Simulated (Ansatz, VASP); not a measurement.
BaS in VASP and in Ansatz

Contents of INCAR:

```
PREC = Accurate
ENCUT = 520
EDIFF = 1E-6
ISMEAR = 0
SIGMA = 0.05
LREAL = F
LASPH = T
NELM = 100
ALGO = Normal
ISIF = 2
LWAVE = F
LCHARG = F
NBANDS = 15
```

KPOINTS

```
Automatic mesh
0
Gamma
  8 8 8
```

The input POSCAR:

```
BaS
1.0
    0.0000000000      3.1937500000      3.1618125000
    3.1937500000      0.0000000000      3.1618125000
    3.1937500000      3.1937500000      0.0000000000
Ba S
1 1
Direct
    0.0000000000      0.0000000000      0.0000000000
    0.5000000000      0.5000000000      0.5000000000
```

Input for Ansatz:

```yaml
crystal:
  lattice:
    - [0.0, 3.19375, 3.1618125]
    - [3.19375, 0.0, 3.1618125]
    - [3.19375, 3.19375, 0.0]
  atoms:
    - { symbol: Ba, position: [0.0, 0.0, 0.0] }
    - { symbol: S, position: [0.5, 0.5, 0.5] }
basis:
  ecutwfc: 420
kpoints:
  mp_grid: { grid: [8, 8, 8] }
hamiltonian:
  xc: lda
scf:
  occupations: { method: gaussian, width: 0.05 }
output:
  forces: true
  stress: true
  eigenvalues: true
```

Change from the starting cell: strain -0.0100 x Voigt [0, 0, 1, 0, 0, 0], atoms carried along.

Alike in both runs: task single point; functional LDA; k mesh 8 × 8 × 8; occupations gaussian, width 0.05 eV; no spin polarisation.

|  | VASP | Ansatz |
| --- | --- | --- |
| version | VASP 6.6.1 | Ansatz 0.2.0 |
| potentials or method | VASP PAW LDA potentials, release 64 (Ba_sv, S), cutoff 520 eV | scalar-relativistic, plane waves, PAW |
| valence electrons in the cell | 16 | 16 |

|  | VASP | Ansatz | Ansatz less VASP |
| --- | --- | --- | --- |
| gap on the k mesh at the Fermi level (eV) | 1.86 | 1.96 | +0.108 |
| least direct gap on the mesh (eV) | 1.99 | 2.07 | +0.077 |
| pressure (GPa) | -1.4 | -2.1 | -0.66 |
| traceless stress, the component that is largest in VASP (GPa) | 0.58 | 0.52 | -0.056 |

LDA's correlation is that of Perdew and Zunger in VASP and of Perdew and Wang (1992) in Ansatz.

Spin-orbit coupling is off throughout.
